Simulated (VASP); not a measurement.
# RbCl (Fm-3m) in VASP: a series of runs, part 2 of 2

VASP 6.6.1.

## Step 3: Single point, HSE06

This run uses another cell than the first one, of 36.90 Å³/atom.

Contents of POSCAR:

```
RbCl
1.0
    0.0000000000      3.3292682456      3.3292682456
    3.3292682456      0.0000000000      3.3292682456
    3.3292682456      3.3292682456      0.0000000000
Rb Cl
1 1
Direct
    0.0000000000      0.0000000000      0.0000000000
    0.5000000000      0.5000000000      0.5000000000
```

Contents of INCAR.step1:

```
PREC = Accurate ; ENCUT = 400
EDIFF = 1E-5 ; ISMEAR = -1
SIGMA = 0.02 ; LREAL = False
LASPH = True ; NELM = 120
ALGO = Normal ; ISIF = 2
LWAVE = True ; GGA = PE
NBANDS = 15 ; GGA_COMPAT = False
```

Contents of INCAR.step2:

```
PREC = Accurate ; ENCUT = 400
EDIFF = 1E-6 ; ISMEAR = -1
SIGMA = 0.02 ; LREAL = False
LASPH = True ; NELM = 120
ALGO = Normal ; ISIF = 2
LWAVE = False ; LCHARG = True
GGA = PE ; LHFCALC = True
HFSCREEN = 0.2079 ; PRECFOCK = Normal
LELF = True ; LVHAR = True
ISTART = 1 ; NBANDS = 15
GGA_COMPAT = False
```

Contents of KPOINTS:

```
regular mesh
0
Gamma
  4 4 4
```

Potentials or basis: VASP PAW PBE potentials, release 64 (Rb_sv, Cl).

On the command line:

```
> cat potpaw_PBE.64/Rb_sv/POTCAR potpaw_PBE.64/Cl/POTCAR > POTCAR
> cp INCAR.step1 INCAR
> mpirun -np 1 vasp_std > vasp.out
> cp INCAR.step2 INCAR
> mpirun -np 1 vasp_std > vasp.out
```

OUTCAR:

```text
PREC = Accurate
   ENCUT = 400
   EDIFF = 1E-6
   ISMEAR = -1
   LREAL = False
   LASPH = True
   NELM = 120
   ISIF = 2
   GGA = PE
   LHFCALC = True
   HFSCREEN = 0.2079
   PRECFOCK = Normal
   ISTART = 1

 ion  position               nearest neighbor table
   1  0.000  0.000  0.000-   2 3.33   2 3.33   2 3.33   2 3.33   2 3.33   2 3.33
   2  0.500  0.500  0.500-   1 3.33   1 3.33   1 3.33   1 3.33   1 3.33   1 3.33

  LATTYP: Found a face centered cubic cell.
 ALAT       =     6.6585364912

  Lattice vectors:

 A1 = (   0.0000000000,   3.3292682456,   3.3292682456)
 A2 = (   3.3292682456,   0.0000000000,   3.3292682456)
 A3 = (   3.3292682456,   3.3292682456,   0.0000000000)

Analysis of symmetry for initial positions (statically):
=====================================================================
 Subroutine PRICEL returns:
 Original cell was already a primitive cell.

 Routine SETGRP: Setting up the symmetry group for a
 face centered cubic supercell.

 Subroutine GETGRP returns: Found 48 space group operations
 (whereof 48 operations were pure point group operations)
 out of a pool of 48 trial point group operations.

The static configuration has the point symmetry O_h .

Analysis of symmetry for dynamics (positions and initial velocities):
=====================================================================
 Subroutine PRICEL returns:
 Original cell was already a primitive cell.

 Routine SETGRP: Setting up the symmetry group for a
 face centered cubic supercell.

 Subroutine GETGRP returns: Found 48 space group operations
 (whereof 48 operations were pure point group operations)
 out of a pool of 48 trial point group operations.

The dynamic configuration has the point symmetry O_h .

 Subroutine INISYM returns: Found 48 space group operations
 (whereof 48 operations are pure point group operations),
 and found     1 'primitive' translations

----------------------------------------------------------------------------------------

                                     Primitive cell

  volume of cell :      73.8034

  direct lattice vectors                    reciprocal lattice vectors
     0.000000000  3.329268246  3.329268246    -0.150183152  0.150183152  0.150183152
     3.329268246  0.000000000  3.329268246     0.150183152 -0.150183152  0.150183152
     3.329268246  3.329268246  0.000000000     0.150183152  0.150183152 -0.150183152

  length of vectors
     4.708296306  4.708296306  4.708296306     0.260124850  0.260124850  0.260124850

  position of ions in fractional coordinates (direct lattice)
     0.000000000  0.000000000  0.000000000
     0.500000000  0.500000000  0.500000000

  ion indices of the primitive-cell ions
   primitive index   ion index
                 1           1
                 2           2

----------------------------------------------------------------------------------------

 KPOINTS: regular mesh

Automatic generation of k-mesh.
[... 33 lines left out ...]
   total plane-waves  NPLWV =  32768
   dimension x,y,z NGX =    32 NGY =   32 NGZ =   32
   dimension x,y,z NGXF=    64 NGYF=   64 NGZF=   64
   ions per type =               1   1
   NGX,Y,Z   is equivalent  to a cutoff of  11.30, 11.30, 11.30 a.u.
   NGXF,Y,Z  is equivalent  to a cutoff of  22.60, 22.60, 22.60 a.u.
 SYSTEM =  unknown system
   PREC   = accura    normal or accurate (medium, high low for compatibility)
   ISTART =      1    job   : 0-new  1-cont  2-samecut
   ICHARG =      0    charge: 1-file 2-atom 10-const
   ISPIN  =      1    spin polarized calculation?
   LNONCOLLINEAR =      F non collinear calculations
   LSORBIT =      F    spin-orbit coupling
   LASPH  =      T    aspherical Exc in radial PAW
   ENCUT  =  400.0 eV  29.40 Ry    5.42 a.u.   7.68  7.68  7.68*2*pi/ulx,y,z
   NELM   =    120;   NELMIN=  2; NELMDL=  0     # of ELM steps
   EDIFF  = 0.1E-05   stopping-criterion for ELM
   LREAL  =      F    real-space projection
   EDIFFG = 0.1E-04   stopping-criterion for IOM
   NSW    =      0    number of steps for IOM
   IBRION =     -1    ionic relax: 0-MD 1-quasi-New 2-CG
   NFREE  =      0    steps in history (QN), initial steepest desc. (CG)
   ISIF   =      2    stress and relaxation
   ISYM   =      3    0-nonsym 1-usesym 2-fastsym
   POTIM  = 0.5000    time-step for ionic-motion
   TEBEG  =    0.0;   TEEND  =   0.0 temperature during run
   PSTRESS=    0.0 pullay stress
   NELECT =      16.0000    total number of electrons
   NUPDOWN=      -1.0000    fix difference up-down
   EMIN   =  10.00;   EMAX   =-10.00  energy-range for DOS
   EFERMI =   0.00;   METHOD = LEGACY
   ISMEAR =    -1;   SIGMA  =   0.02  broadening in eV -4-tet -1-fermi 0-gaus
   EFERMI_NEDOS =   21; number of points for ismear=-14 and -15
   IALGO  =     38    algorithm
   IMIX   =      1    mixing-type and parameters
     AMIX     =   0.40;   BMIX     =  1.00
     AMIX_MAG =   1.60;   BMIX_MAG =  1.00
  volume/ion in A,a.u.               =      36.90       249.02
  Fermi-wavevector in a.u.,A,eV,Ry     =   0.983458  1.858467 13.159427  0.967191
  Thomas-Fermi vector in A             =   2.114618
   LORBIT       =      0    0 simple, 1 ext, 2 COOP (PROOUT), +10 PAW based schemes
   GGA     = PE    functional components
   LHFCALC =     T    Hartree Fock is set to
   PRECFOCK=normal    Normal, Fast or Accurate (Low or Medium for compatibility)
   ENCUT4O =  -1.0   cutoff for four orbital integrals eV
   NKREDX  =     1    reduce k-point grid by
   NKREDY  =     1    reduce k-point grid by
   NKREDZ  =     1    reduce k-point grid by
   AEXX    =    0.2500 exact exchange contribution
   HFSCREEN=    0.2079 screening length (either q_TF or 0.3 A-1)
   HFSCREENC=   0.2079 screening length for correlation (either q_TF or 0.3 A-1)
   ENCUTFOCK=  -1.0 apply spherical cutoff to Coloumb kernel
   IVDW    =     0    specifies the selected vdW correction
   LEPSILON=     F    determine dielectric tensor
   LRPA    =     F    only Hartree local field effects (RPA)
 non-spin polarized calculation
  energy-cutoff  :      400.00
  volume of cell :       73.80
 maximum number of plane-waves:      1363
 NGX is ok and might be reduce to    32
  NGX = 24; NGY = 24; NGZ = 24

 number of electron      16.0000002 magnetization

 Free energy of the ion-electron system (eV)
  ---------------------------------------------------
  ext. energy  EPLUGINS =         0.00000000
  ---------------------------------------------------
  free energy    TOTEN  =        -7.74360334 eV

  energy without entropy =       -7.74360334  energy(sigma->0) =       -7.74360334

 E-fermi :  -2.4504     XC(G=0):  -6.0513

 val. band max:       -2.9900107441   @ k =   0.0000   0.0000   0.0000
 cond. band min:       3.1862265016   @ k =   0.0000   0.0000   0.0000
 fundamental gap:      6.1762372456
 Fermi energy:        -2.4504295538

 k-point     1 :       0.0000    0.0000    0.0000
  band No.  band energies     occupation
      1     -28.5576      2.00000
      2     -16.0927      2.00000
      3     -11.4455      2.00000
      4     -11.4455      2.00000
      5     -11.4455      2.00000
      6      -2.9900      2.00000
      7      -2.9900      2.00000
      8      -2.9900      2.00000
      9       3.1862      0.00000
     10       6.3831      0.00000
     11       6.3831      0.00000
     12       6.3831      0.00000
     13       7.4374      0.00000
     14       7.4374      0.00000
[... 113 lines left out ...]
      2     -16.0710      2.00000
      3     -11.6107      2.00000
      4     -11.6107      2.00000
      5     -11.4329      2.00000
      6      -3.4156      2.00000
      7      -3.2372      2.00000
      8      -3.2372      2.00000
      9       5.9617      0.00000
     10       5.9617      0.00000
     11       7.6738      0.00000
     12       7.7359      0.00000
     13      10.0223      0.00000
     14      10.2882      0.00000
     15      10.6659      0.00000

------------------------ aborting loop because EDIFF is reached ----------------------------------------

  FORCE on cell =-STRESS in cart. coord.  units (eV):
  Direction    XX          YY          ZZ          XY          YZ          ZX
  --------------------------------------------------------------------------------------
  -------------------------------------------------------------------------------------
  Total        0.0026578      0.0026578      0.0026578     -0.0000000      0.0000000     -0.0000000
  in kB        0.0576965      0.0576965      0.0576965     -0.0000000      0.0000000     -0.0000000
  external PRESSURE =       0.0576965 kB  Pullay stress =       0.0000000 kB

 VOLUME and BASIS-vectors are now :
 -----------------------------------------------------------------------------
  energy-cutoff  :      400.00
  volume of cell :       73.80
      direct lattice vectors                 reciprocal lattice vectors
     0.000000000  3.329268246  3.329268246    -0.150183152  0.150183152  0.150183152
     3.329268246  0.000000000  3.329268246     0.150183152 -0.150183152  0.150183152
     3.329268246  3.329268246  0.000000000     0.150183152  0.150183152 -0.150183152

 POSITION                                       TOTAL-FORCE (eV/Angst)
 -----------------------------------------------------------------------------------
      0.00000      0.00000      0.00000         0.000000      0.000000     -0.000000
      3.32927      3.32927      3.32927         0.000000      0.000000      0.000000
 -----------------------------------------------------------------------------------
    total drift:                               -0.000000     -0.000000     -0.000000

  FREE ENERGIE OF THE ION-ELECTRON SYSTEM (eV)
  ---------------------------------------------------
  free  energy   TOTEN  =        -7.7436033351 eV

  energy  without entropy=       -7.7436033351  energy(sigma->0) =       -7.74360334
```

Run time: 95 s. Hardware: 1 thread of Intel Xeon 6975P-C (Granite Rapids), shared host; peak memory 0.28 GiB.

Results:

```
Free energy            : -7.7436 eV
Pressure               : 0.0 GPa
Band gap on the k mesh : 6.18 eV
```

Levels at points of the mesh, in eV from the valence-band top:
| k point | band 5 | band 6 | band 7 | band 8 | band 9 | band 10 | band 11 | band 12 |
| --- | --- | --- | --- | --- | --- | --- | --- | --- |
| (0.00, 0.00, 0.00) | -8.46 | 0.00 | 0.00 | 0.00 | 6.18 | 9.37 | 9.37 | 9.37 |
| (0.50, 0.00, 0.00) | -8.43 | -0.83 | -0.32 | -0.32 | 8.91 | 9.23 | 11.58 | 11.58 |
| (0.50, 0.50, 0.00) | -8.55 | -0.34 | -0.11 | -0.11 | 7.51 | 9.35 | 10.87 | 11.58 |

Caveat: the PAW data sets were made with another functional, which shifts forces and pressure a little.
